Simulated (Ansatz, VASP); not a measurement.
Ga: VASP beside Ansatz

```
Ga
1.0
     5.27556    0.00000    0.00000
     0.00000    5.27556    0.00000
     0.00000    0.00000    5.27556
Ga
8
Direct
  0.50000 0.50000 0.50000
  0.00000 0.00000 0.00000
  0.25000 0.00000 0.50000
  0.50000 0.25000 0.00000
  0.50000 0.75000 0.00000
  0.75000 0.00000 0.50000
  0.00000 0.50000 0.75000
  0.00000 0.50000 0.25000
```

Alike in both runs: functional r2SCAN; k mesh 8 × 8 × 8; occupations gaussian, width 0.1 eV; no spin polarisation.

Ansatz relaxed the structure, and its values are those at the end. VASP's run is a single point on that final structure, the one shown.

|  | VASP | Ansatz |
| --- | --- | --- |
| version | VASP 6.6.1 | Ansatz 0.2.0 |
| potentials or method | VASP PAW PBE potentials, release 64 (Ga_d), cutoff 520 eV | scalar-relativistic, plane waves, PAW |
| valence electrons in the cell | 104 | 104 |

|  | VASP | Ansatz | Ansatz less VASP |
| --- | --- | --- | --- |
| gap on the k mesh at the Fermi level (eV) | none | none | - |
| pressure (GPa) | -0.1 | 0.0 | +0.03 |

VASP's potentials were made for PBE, not for r2SCAN. A gap of «none» marks a metal or a gap that the smearing closes.
